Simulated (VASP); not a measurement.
**Pt: single point with LDA**

The system is Pt.

```
Pt
1.0
     2.86194    0.00000    0.00000
    -1.43097    2.47851    0.00000
     0.00000    0.00000    4.94181
Pt
2
Cartesian
  1.4310 0.8262 3.7064
  0.0000 1.6523 1.2355
```

This isn't the form of Pt at room conditions, which is fcc.

```yaml
Program: VASP 6.6.1
Task: single point
Functional: LDA
Potentials_or_basis: VASP PAW LDA potentials, release 64 (Pt)
Cutoff: 520 eV
k_mesh: 21 × 21 × 10
Occupations: gaussian, width 0.15 eV
Spin: collinear spin
Starting_moments: "[0.25, 0.25] μB"
Fixed_moment: 0.5 μB
```

```yaml
Pressure: -31.2 GPa
Net_moment: 0.50 μB per cell
Site_moments: Pt +0.25 μB
Valence_electrons_inside_the_program's_atomic_spheres: Pt 8.97
```

Stress tensor (GPa, compression positive):
```
-32.02   0.00   0.00
  0.00 -32.02   0.00
  0.00   0.00 -29.62
```

Run time: 5.3 min on 1 thread of Intel Xeon 8259CL, on a shared host, peak memory 0.38 GiB.

Caveat: the cell stands under tension; the total moment is fixed, so each spin has its own Fermi level.
